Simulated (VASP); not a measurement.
# La3YO2 (R-3m) in VASP: relaxation of shape and atoms at fixed volume with PBE

Aim: the relaxation of shape and atoms at fixed volume of La3YO2 with PBE.

Program: VASP 6.6.1. These are calculated values, not measurements. Logs are shortened: lines on timing, memory, paths and dates and some standing lists are left out, and cuts for length are marked.

## (1) The cell of the first run

The structure is trigonal, space group R-3m (No. 166). The conventional cell has a = 7.742 Å, b = 7.742 Å, c = 9.221 Å, α = 90.00°, β = 90.00°, γ = 120.00°. La (site symmetry 2/m) has 2 O at 2.40 Å within 3.2 Å. Y (site symmetry -3m) has 2 O at 2.21 Å within 2.9 Å. O (site symmetry 3m) has 1 Y at 2.21 Å and 3 La at 2.40 Å within 2.9 Å.

## (2) Relaxation of shape and atoms at fixed volume, PBE (26.59 Å³/atom)

INCAR

```
PREC = Accurate
ENCUT = 600
EDIFF = 1E-7
ISMEAR = 0
SIGMA = 0.1
LREAL = False
LASPH = True
NELM = 200
ALGO = Normal
ISIF = 4
LWAVE = False
LCHARG = False
GGA = PE
IBRION = 2
NSW = 50
EDIFFG = -0.01
GGA_COMPAT = False
NELMIN = 4
LMAXMIX = 6
```

KPOINTS

```
Automatic mesh
0
Gamma
  6 6 6
```

POSCAR

```
La3YO2
1.0
    3.8710696561      2.2349631080      3.0736492752
   -3.8710696561      2.2349631080      3.0736492752
    0.0000000000     -4.4699262160      3.0736492752
La Y O
3 1 2
Direct
    0.0000000000      0.0000000000      0.5000000000
    0.5000000000      0.0000000000      0.0000000000
    0.0000000000      0.5000000000      0.0000000000
    0.5000000000      0.5000000000      0.5000000000
    0.7395974278      0.7395974278      0.7395974278
    0.2604025722      0.2604025722      0.2604025722
```

Potentials or basis: VASP PAW PBE potentials, release 64 (La, Y_sv, O).

The run is started by

```console
$ cat potpaw_PBE.64/La/POTCAR potpaw_PBE.64/Y_sv/POTCAR potpaw_PBE.64/O/POTCAR > POTCAR
$ mpirun -np 1 vasp_std > vasp.out
```

OUTCAR:

```text
PREC = Accurate
   ENCUT = 600
   EDIFF = 1E-7
   ISMEAR = 0
   LREAL = False
   LASPH = True
   NELM = 200
   ISIF = 4
   GGA = PE
   IBRION = 2
   NSW = 50
   EDIFFG = -0.01
   NELMIN = 4

 ion  position               nearest neighbor table
   1  0.000  0.000  0.500-   5 2.40   6 2.40   4 3.80   4 3.80   4 3.87   4 3.87
   2  0.500  0.000  0.000-   5 2.40   6 2.40   4 3.80   4 3.80   4 3.87   4 3.87
   3  0.000  0.500  0.000-   5 2.40   6 2.40   4 3.80   4 3.80   4 3.87   4 3.87
   4  0.500  0.500  0.500-   5 2.21   6 2.21   1 3.80   1 3.80   3 3.80   2 3.80   3 3.80   2 3.80
                             2 3.87   3 3.87   3 3.87   2 3.87   1 3.87   1 3.87
   5  0.740  0.740  0.740-   4 2.21   1 2.40   3 2.40   2 2.40
   6  0.260  0.260  0.260-   4 2.21   1 2.40   3 2.40   2 2.40

  LATTYP: Found a trigonal (rhomboedric) cell.
 ALAT       =     5.4247175266
 COS(alpha) =    -0.0184453049

  Lattice vectors:

 A1 = (   3.8710696561,   2.2349631080,   3.0736492752)
 A2 = (  -3.8710696561,   2.2349631080,   3.0736492752)
 A3 = (   0.0000000000,  -4.4699262160,   3.0736492752)

Analysis of symmetry for initial positions (statically):
=====================================================================
 Subroutine PRICEL returns:
 Original cell was already a primitive cell.

 Routine SETGRP: Setting up the symmetry group for a
 trigonal (rhombohedral) supercell.

 Subroutine GETGRP returns: Found 12 space group operations
 (whereof 12 operations were pure point group operations)
 out of a pool of 12 trial point group operations.

The static configuration has the point symmetry D_3d.

Analysis of symmetry for dynamics (positions and initial velocities):
=====================================================================
 Subroutine PRICEL returns:
 Original cell was already a primitive cell.

 Routine SETGRP: Setting up the symmetry group for a
 trigonal (rhombohedral) supercell.

 Subroutine GETGRP returns: Found 12 space group operations
 (whereof 12 operations were pure point group operations)
 out of a pool of 12 trial point group operations.

The dynamic configuration has the point symmetry D_3d.

 Subroutine INISYM returns: Found 12 space group operations
 (whereof 12 operations are pure point group operations),
 and found     1 'primitive' translations

----------------------------------------------------------------------------------------

                                     Primitive cell

  volume of cell :     159.5537

  direct lattice vectors                    reciprocal lattice vectors
     3.871069656  2.234963108  3.073649275     0.129163266  0.074572446  0.108448721
    -3.871069656  2.234963108  3.073649275    -0.129163266  0.074572446  0.108448721
     0.000000000 -4.469926216  3.073649275     0.000000000 -0.149144893  0.108448721

  length of vectors
     5.424717527  5.424717527  5.424717527     0.184405326  0.184405326  0.184405326

  position of ions in fractional coordinates (direct lattice)
     0.000000000  0.000000000  0.500000000
     0.500000000  1.000000000  0.000000000
     1.000000000  0.500000000  0.000000000
     0.500000000  0.500000000  0.500000000
     0.739597428  0.739597428  0.739597428
     0.260402572  0.260402572  0.260402572

  ion indices of the primitive-cell ions
   primitive index   ion index
                 1           1
                 2           2
                 3           3
                 4           4
                 5           5
                 6           6

----------------------------------------------------------------------------------------

[... 80 lines left out ...]
   NELECT =      56.0000    total number of electrons
   NUPDOWN=      -1.0000    fix difference up-down
   EMIN   =  10.00;   EMAX   =-10.00  energy-range for DOS
   EFERMI =   0.00;   METHOD = LEGACY
   ISMEAR =     0;   SIGMA  =   0.10  broadening in eV -4-tet -1-fermi 0-gaus
   EFERMI_NEDOS =   21; number of points for ismear=-14 and -15
   IALGO  =     38    algorithm
   IMIX   =      4    mixing-type and parameters
     AMIX     =   0.40;   BMIX     =  1.00
     AMIX_MAG =   1.60;   BMIX_MAG =  1.00
  volume/ion in A,a.u.               =      26.59       179.45
  Fermi-wavevector in a.u.,A,eV,Ry     =   1.154787  2.182231 18.143817  1.333533
  Thomas-Fermi vector in A             =   2.291421
   LORBIT       =      0    0 simple, 1 ext, 2 COOP (PROOUT), +10 PAW based schemes
   GGA     = PE    functional components
   LHFCALC =     F    Hartree Fock is set to
   AEXX    =    0.0000 exact exchange contribution
   IVDW    =     0    specifies the selected vdW correction
   LEPSILON=     F    determine dielectric tensor
   LRPA    =     F    only Hartree local field effects (RPA)
 conjugate gradient relaxation of ions
 non-spin polarized calculation
 Gauss-broadening in eV      SIGMA  =   0.10
  energy-cutoff  :      600.00
  volume of cell :      159.55
 maximum number of plane-waves:      5340
 NGX is ok and might be reduce to    48
   NGX = 21   NGY = 21   NGZ = 21

--------------------------------------- Ionic step        1  -------------------------------------------

 number of electron      55.9999988 magnetization

 Free energy of the ion-electron system (eV)
  ---------------------------------------------------
  ext. energy  EPLUGINS =         0.00000000
  ---------------------------------------------------
  free energy    TOTEN  =       -42.02640141 eV

  energy without entropy =      -41.99519959  energy(sigma->0) =      -42.01080050

------------------------ aborting loop because EDIFF is reached ----------------------------------------

  FORCE on cell =-STRESS in cart. coord.  units (eV):
  Direction    XX          YY          ZZ          XY          YZ          ZX
  --------------------------------------------------------------------------------------
  -------------------------------------------------------------------------------------
  Total        1.8068818      1.8068818      2.0206229     -0.0000000      0.0000000      0.0000000
  in kB       18.1440163     18.1440163     20.2903227     -0.0000000      0.0000000      0.0000000
  external PRESSURE =      18.8594517 kB  Pullay stress =       0.0000000 kB

 VOLUME and BASIS-vectors are now :
 -----------------------------------------------------------------------------
  energy-cutoff  :      600.00
  volume of cell :      159.55
      direct lattice vectors                 reciprocal lattice vectors
     3.871069656  2.234963108  3.073649275     0.129163266  0.074572446  0.108448721
    -3.871069656  2.234963108  3.073649275    -0.129163266  0.074572446  0.108448721
     0.000000000 -4.469926216  3.073649275     0.000000000 -0.149144893  0.108448721

 POSITION                                       TOTAL-FORCE (eV/Angst)
 -----------------------------------------------------------------------------------
      0.00000     -2.23496      1.53682        -0.000000      0.000000      0.000000
      1.93553      1.11748      1.53682        -0.000000      0.000000      0.000000
     -1.93553      1.11748      1.53682         0.000000      0.000000      0.000000
      0.00000      0.00000      4.61047        -0.000000      0.000000      0.000000
      0.00000      0.00000      6.81979        -0.000000     -0.000000      0.046720
      0.00000      0.00000      2.40116        -0.000000      0.000000     -0.046720
 -----------------------------------------------------------------------------------
    total drift:                                0.000000     -0.000000      0.000000

  FREE ENERGIE OF THE ION-ELECTRON SYSTEM (eV)
  ---------------------------------------------------
  free  energy   TOTEN  =       -42.0264014098 eV

  energy  without entropy=      -41.9951995905  energy(sigma->0) =      -42.01080050

--------------------------------------- Ionic step        2  -------------------------------------------

 number of electron      55.9999988 magnetization

 Free energy of the ion-electron system (eV)
  ---------------------------------------------------
  ext. energy  EPLUGINS =         0.00000000
  ---------------------------------------------------
  free energy    TOTEN  =       -42.02662184 eV

  energy without entropy =      -41.99534827  energy(sigma->0) =      -42.01098506

 E-fermi :   6.6143     XC(G=0):  -9.5651

 val. band max:        6.6096559981   @ k =   0.5000   0.1667   0.1667
 cond. band min:       6.6143799844   @ k =  -0.3333   0.3333   0.1667
 fundamental gap:      0.0047239864
 Fermi energy:         6.6143319859

 k-point     1 :       0.0000    0.0000    0.0000
  band No.  band energies     occupation
      1     -36.0870      2.00000
      2     -26.1119      2.00000
      3     -25.9296      2.00000
      4     -25.9296      2.00000
      5     -16.5273      2.00000
      6     -16.1458      2.00000
[... 853 lines left out ...]
     32       7.7663      0.00000
     33       7.8700      0.00000

 [... further k-points ...]

------------------------ aborting loop because EDIFF is reached ----------------------------------------

  FORCE on cell =-STRESS in cart. coord.  units (eV):
  Direction    XX          YY          ZZ          XY          YZ          ZX
  --------------------------------------------------------------------------------------
  -------------------------------------------------------------------------------------
  Total        1.8831837      1.8831837      1.8375025     -0.0000000      0.0000000      0.0000000
  in kB       18.9102101     18.9102101     18.4514976     -0.0000000      0.0000000      0.0000000
  external PRESSURE =      18.7573059 kB  Pullay stress =       0.0000000 kB

 VOLUME and BASIS-vectors are now :
 -----------------------------------------------------------------------------
  energy-cutoff  :      600.00
  volume of cell :      159.55
      direct lattice vectors                 reciprocal lattice vectors
     3.868853353  2.233683525  3.077171812     0.129237258  0.074615166  0.108324577
    -3.868853353  2.233683525  3.077171812    -0.129237258  0.074615166  0.108324577
     0.000000000 -4.467367050  3.077171812     0.000000000 -0.149230332  0.108324577

 POSITION                                       TOTAL-FORCE (eV/Angst)
 -----------------------------------------------------------------------------------
      0.00000     -2.23368      1.53859         0.000000     -0.000000     -0.000000
      1.93443      1.11684      1.53859        -0.000000     -0.000000     -0.000000
     -1.93443      1.11684      1.53859        -0.000000     -0.000000     -0.000000
      0.00000      0.00000      4.61576        -0.000000     -0.000000     -0.000000
      0.00000      0.00000      6.82986         0.000000     -0.000000      0.005654
      0.00000      0.00000      2.40165        -0.000000      0.000000     -0.005654
 -----------------------------------------------------------------------------------
    total drift:                                0.000000     -0.000000      0.000000

  FREE ENERGIE OF THE ION-ELECTRON SYSTEM (eV)
  ---------------------------------------------------
  free  energy   TOTEN  =       -42.0266218423 eV

  energy  without entropy=      -41.9953482699  energy(sigma->0) =      -42.01098506

 reached required accuracy - stopping structural energy minimisation
```

It took 32 min on 1 thread of Intel Xeon 8259CL, shared host; peak memory 0.5 GiB.

Results:

| Item | Value |
| --- | --- |
| Free energy | -42.0266 eV |
| Energy gained by relaxing | 0.0 meV/atom |
| Ionic steps | 2 |
| Pressure after relaxing | 1.9 GPa |
| Largest force after relaxing | 0.006 eV/Å |
| Band gap on the k mesh | zero (bands 28 and 29 overlap by 1.87 eV) |

Forces in eV/Å, atoms in the order of the input:
```
La   0.000  0.000  0.000
La   0.000  0.000  0.000
La   0.000  0.000  0.000
Y    0.000  0.000  0.000
O    0.000  0.000  0.006
O    0.000  0.000 -0.006
```

The path:
```csv
step,energy change (eV),largest force (eV/Å),pressure (GPa),volume (Å³)
1,0.0000,0.0467,1.89,159.55
2,-0.0002,0.0057,1.88,159.55
```

Final structure:
```cif
data_structure
_symmetry_space_group_name_H-M 'P 1'
_symmetry_Int_Tables_number 1
_cell_length_a 5.4246
_cell_length_b 5.4246
_cell_length_c 5.4246
_cell_angle_alpha 90.992
_cell_angle_beta 90.992
_cell_angle_gamma 90.992
_cell_volume 159.55
loop_
_atom_site_label
_atom_site_type_symbol
_atom_site_fract_x
_atom_site_fract_y
_atom_site_fract_z
_atom_site_occupancy
La1 La 0.00000 0.00000 0.50000 1
La2 La 0.50000 0.00000 0.00000 1
La3 La 0.00000 0.50000 0.00000 1
Y1 Y 0.50000 0.50000 0.50000 1
O1 O 0.73984 0.73984 0.73984 1
O2 O 0.26016 0.26016 0.26016 1
```

Levels at points of the mesh, in eV from the Fermi level:
```csv
k point,band 24,band 25,band 26,band 27,band 28,band 29,band 30,band 31
"(0.00, 0.00, 0.00)",-3.44,-3.04,-1.15,-1.07,-1.07,-0.70,-0.70,1.72
"(0.50, 0.00, 0.00)",-3.97,-1.40,-1.32,-0.07,0.10,0.27,0.28,0.33
"(0.50, 0.50, 0.00)",-3.78,-0.83,-0.69,-0.44,-0.03,0.52,0.61,0.65
"(0.50, 0.50, 0.50)",-3.51,-1.78,-1.34,-1.34,1.17,1.21,1.21,1.33
```

Caveat: spin-orbit coupling is left out, which moves the levels of the heavy elements.
